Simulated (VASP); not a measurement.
# Ga (R-3m) in VASP: notebook, part 2 of 2

VASP 6.6.1.

## 3. Single point, r2SCAN

This run uses another cell than the first one: it holds 1 atom, not 3.

The input, POSCAR:

```
Ga
1.0
    2.0250129743      1.1691417858      1.3373318123
   -2.0250129743      1.1691417858      1.3373318123
    0.0000000000     -2.3382835717      1.3373318123
Ga
1
Direct
    0.5000000000      0.5000000000      0.5000000000
```

The input, INCAR.step1:

```
SYSTEM = Ga
PREC = Accurate ; ENCUT = 520
ISMEAR = 0 ; SIGMA = 0.1
LREAL = .False. ; LASPH = .True.
NELM = 60 ; NBANDS = 12
GGA = PE ; ALGO = Normal
EDIFF = 1E-4 ; LWAVE = .True.
LCHARG = .False.
```

The input, INCAR.step2:

```
SYSTEM = Ga
PREC = Accurate ; ENCUT = 520
EDIFF = 1E-7 ; ISMEAR = 0
SIGMA = 0.1 ; LREAL = .False.
LASPH = .True. ; NELM = 60
ALGO = Normal ; ISIF = 2
LWAVE = .False. ; LCHARG = .False.
METAGGA = R2SCAN ; LMIXTAU = .True.
NBANDS = 12 ; ISTART = 1
```

The input, KPOINTS:

```
regular mesh
0
Gamma
  21 21 21
  0 0 0
```

Potentials or basis: VASP PAW PBE potentials, release 64 (Ga_d).

Command:

```
> cat potpaw_PBE.64/Ga_d/POTCAR > POTCAR
> cp INCAR.step1 INCAR
> mpirun -np 1 vasp_std > vasp.out
> cp INCAR.step2 INCAR
> mpirun -np 1 vasp_std > vasp.out
```

OUTCAR:

```text
SYSTEM = Ga
   PREC = Accurate
   ENCUT = 520
   EDIFF = 1E-7
   ISMEAR = 0
   LREAL = .False.
   LASPH = .True.
   NELM = 60
   ISIF = 2
   METAGGA = R2SCAN
   ISTART = 1

 ion  position               nearest neighbor table
   1  0.500  0.500  0.500-

  LATTYP: Found a trigonal (rhomboedric) cell.
 ALAT       =     2.6937012525
 COS(alpha) =    -0.1302818647

  Lattice vectors:

 A1 = (   2.0250129743,   1.1691417858,   1.3373318123)
 A2 = (  -2.0250129743,   1.1691417858,   1.3373318123)
 A3 = (   0.0000000000,  -2.3382835717,   1.3373318123)

Analysis of symmetry for initial positions (statically):
=====================================================================
 Subroutine PRICEL returns:
 Original cell was already a primitive cell.

 Routine SETGRP: Setting up the symmetry group for a
 trigonal (rhombohedral) supercell.

 Subroutine GETGRP returns: Found 12 space group operations
 (whereof 12 operations were pure point group operations)
 out of a pool of 12 trial point group operations.

The static configuration has the point symmetry D_3d.

Analysis of symmetry for dynamics (positions and initial velocities):
=====================================================================
[... 162 lines left out ...]

 k-point     1 :       0.0000    0.0000    0.0000
  band No.  band energies     occupation
      1     -10.5027      2.00000
      2     -10.5027      2.00000
      3     -10.0083      2.00000
      4      -9.9418      2.00000
      5      -9.9418      2.00000
      6      -6.3158      2.00000
      7      14.7409      0.00000
      8      15.7171      0.00000
      9      15.7171      0.00000
     10      18.3124      0.00000
     11      18.3124      0.00000
     12      21.7979      0.00000
[... 331 lines left out ...]
 k-point    24 :      -0.3810    0.0476    0.0000
  band No.  band energies     occupation
      1     -10.4673      2.00000
      2     -10.2675      2.00000
      3     -10.0638      2.00000
      4     -10.0550      2.00000
      5      -9.9528      2.00000
      6      -3.0470      2.00000
      7       3.2377      2.00000
      8      16.9317      0.00000
      9      17.7705      0.00000
     10      20.6410      0.00000
     11      21.9452      0.00000
     12      23.5934      0.00000

 [... further k-points ...]
[... 5 lines left out ...]
  --------------------------------------------------------------------------------------
  -------------------------------------------------------------------------------------
  Total        0.0084844      0.0084844     -0.0041500     -0.0000000      0.0000000      0.0000000
  in kB        0.7155611      0.7155611     -0.3500083     -0.0000000      0.0000000      0.0000000
  external PRESSURE =       0.3603713 kB  Pullay stress =       0.0000000 kB

 VOLUME and BASIS-vectors are now :
 -----------------------------------------------------------------------------
  energy-cutoff  :      520.00
  volume of cell :       19.00
      direct lattice vectors                 reciprocal lattice vectors
     2.025012974  1.169141786  1.337331812     0.246911998  0.142554709  0.249252527
    -2.025012974  1.169141786  1.337331812    -0.246911998  0.142554709  0.249252527
     0.000000000 -2.338283572  1.337331812     0.000000000 -0.285109417  0.249252527

 POSITION                                       TOTAL-FORCE (eV/Angst)
 -----------------------------------------------------------------------------------
      0.00000     -0.00000      2.00600         0.000000      0.000000      0.000000
 -----------------------------------------------------------------------------------
    total drift:                               -0.000000      0.000000      0.000000

  FREE ENERGIE OF THE ION-ELECTRON SYSTEM (eV)
  ---------------------------------------------------
  free  energy   TOTEN  =       -11.3208352579 eV

  energy  without entropy=      -11.3194847995  energy(sigma->0) =      -11.32016003
```

OUTCAR.step1:

```text
SYSTEM = Ga
   PREC = Accurate
   ENCUT = 520
   ISMEAR = 0
   LREAL = .False.
   LASPH = .True.
   NELM = 60
[... 577 lines left out ...]
 -----------------------------------------------------------------------------------
      0.00000     -0.00000      2.00600         0.000000      0.000000      0.000000
 -----------------------------------------------------------------------------------
    total drift:                               -0.000000      0.000000      0.000000

  FREE ENERGIE OF THE ION-ELECTRON SYSTEM (eV)
  ---------------------------------------------------
  free  energy   TOTEN  =        -2.8454652745 eV

  energy  without entropy=       -2.8440147270  energy(sigma->0) =       -2.84474000
```

OSZICAR.step1:

```text
N       E                     dE             d eps       ncg     rms          rms(c)
DAV:   1     0.497052658135E+02    0.49705E+02   -0.65886E+03 21800   0.191E+03
DAV:   2    -0.299033256397E+00   -0.50004E+02   -0.48060E+02 22592   0.280E+02
DAV:   3    -0.284536262701E+01   -0.25463E+01   -0.25392E+01 24400   0.494E+01
DAV:   4    -0.286824291101E+01   -0.22880E-01   -0.22877E-01 24292   0.508E+00
DAV:   5    -0.286849696948E+01   -0.25406E-03   -0.25406E-03 25212   0.509E-01    0.971E-01
DAV:   6    -0.284870668645E+01    0.19790E-01   -0.39883E-02 26808   0.402E+00    0.492E-01
DAV:   7    -0.284575727892E+01    0.29494E-02   -0.69056E-03 28296   0.149E+00    0.141E-01
DAV:   8    -0.284545974248E+01    0.29754E-03   -0.85434E-04 25596   0.527E-01    0.143E-02
DAV:   9    -0.284546527451E+01   -0.55320E-05   -0.14653E-05 15532   0.438E-02
   1 F= -.28454653E+01 E0= -.28447400E+01  d E =-.145055E-02
```

Wall time 3.5 min (1 thread of Intel Xeon 6975P-C (Granite Rapids), shared host); peak memory 0.29 GiB.

What came out:

- Free energy: -11.3208 eV
- Pressure: 0.0 GPa
- Band gap on the k mesh: zero (an odd number of electrons rules out a gap without spin polarisation)

Levels at points of the mesh, in eV from the Fermi level:
```
           k point  band 4  band 5  band 6  band 7  band 8  band 9
(0.00, 0.00, 0.00)  -15.17  -15.17  -11.54    9.51   10.49   10.49
```

Caveat: the PAW data sets were made with another functional, which shifts forces and pressure a little.

## 4. Relaxation of cell and atoms, r2SCAN

This run uses another cell than the first one: it holds 1 atom, not 3.

The input, POSCAR:

```
Ga
1.0
    2.0150252550      1.1633753734      1.3518481154
   -2.0150252550      1.1633753734      1.3518481154
    0.0000000000     -2.3267507468      1.3518481154
Ga
1
Direct
    0.5000000000      0.5000000000      0.5000000000
```

The input, INCAR.step1:

```
PREC = Accurate
ENCUT = 600
ISMEAR = 0
SIGMA = 0.1
LREAL = F
LASPH = T
NELM = 80
GGA = PE
ALGO = Normal
EDIFF = 1E-4
LWAVE = T
LCHARG = F
```

The input, INCAR.step2:

```
PREC = Accurate
ENCUT = 600
EDIFF = 1E-7
ISMEAR = 0
SIGMA = 0.1
LREAL = F
LASPH = T
NELM = 80
ALGO = Normal
ISIF = 3
LWAVE = F
LCHARG = F
METAGGA = R2SCAN
LMIXTAU = T
IBRION = 2
NSW = 100
EDIFFG = -0.01
ISTART = 1
```

The input, KPOINTS:

```
regular mesh
0
Gamma
  21 21 21
```

Command:

```
> cat potpaw_PBE.64/Ga_d/POTCAR > POTCAR
> cp INCAR.step1 INCAR
> mpirun -np 1 vasp_std > vasp.out
> cp INCAR.step2 INCAR
> mpirun -np 1 vasp_std > vasp.out
```

It took 63 min on 1 thread of Oxide Virtual Turin-like, shared host; peak memory 0.31 GiB.

The run converged. Its results:

* Free energy: -11.3218 eV
* Relaxed volume: 18.99 Å³/atom
* Relaxed cell: a = 2.694 Å, b = 2.694 Å, c = 2.694 Å, α = 97.54°, β = 97.54°, γ = 97.54°
* Space group after relaxing (to 0.1 Å): R-3m (No. 166)
* Energy gained by relaxing: 0.7 meV/atom
* Ionic steps: 5
* Pressure after relaxing: 0.0 GPa
* Band gap on the k mesh: zero (an odd number of electrons rules out a gap without spin polarisation)

The path:
| step | energy change (eV) | largest force (eV/Å) | pressure (GPa) | volume (Å³) |
| --- | --- | --- | --- | --- |
| 1 | 0.0000 | 0.0000 | -0.10 | 19.01 |
| 2 | -0.0004 | 0.0000 | -0.02 | 18.98 |
| 3 | -0.0006 | 0.0000 | 0.11 | 18.94 |
| 4 | -0.0007 | 0.0000 | 0.17 | 18.92 |
| 5 | -0.0007 | 0.0000 | -0.05 | 18.99 |

Final structure:
```yaml
crystal:
  lattice:
    - [2.02585, 1.16962, 1.33553]
    - [-2.02585, 1.16962, 1.33553]
    - [0.00000, -2.33925, 1.33553]
  atoms:
    - { symbol: Ga, position: [0.50000, 0.50000, 0.50000] }
```

Levels at points of the mesh, in eV from the Fermi level:
```
           k point  band 3  band 4  band 5  band 6  band 7  band 8  band 9  band 10
(0.00, 0.00, 0.00)  -15.24  -15.17  -15.17  -11.55    9.52   10.51   10.51    13.10
```

Caveat: the PAW data sets were made with another functional, which shifts forces and pressure a little.

## 5. Summary

```csv
task,cell,k mesh,cutoff (eV),gap on the mesh (eV),pressure (GPa)
single point,"a = 4.030, b = 4.030, c = 4.056 Å, angles 90.0, 90.0, 120.0°, 3 atoms, atomic positions A",6 × 6 × 4,520,none,-0.1
single point,"a = 2.694 Å, angles 97.5°, 1 atom, atomic positions B",21 × 21 × 21,520,none,0.0
relaxation of cell and atoms,"relaxed from a = 2.691 Å, angles 97.0°, 1 atom, atomic positions B",21 × 21 × 21,600,none,0.0
```

Alike in all rows: level r2SCAN; potentials or basis VASP PAW PBE potentials, release 64 (Ga_d); no spin polarisation; smearing gaussian 0.1 eV.

Caveats: some runs use coarse meshes; the PAW data sets were made with another functional, which shifts forces and pressure a little.

Absolute energies hang on the potentials; compare differences alone.
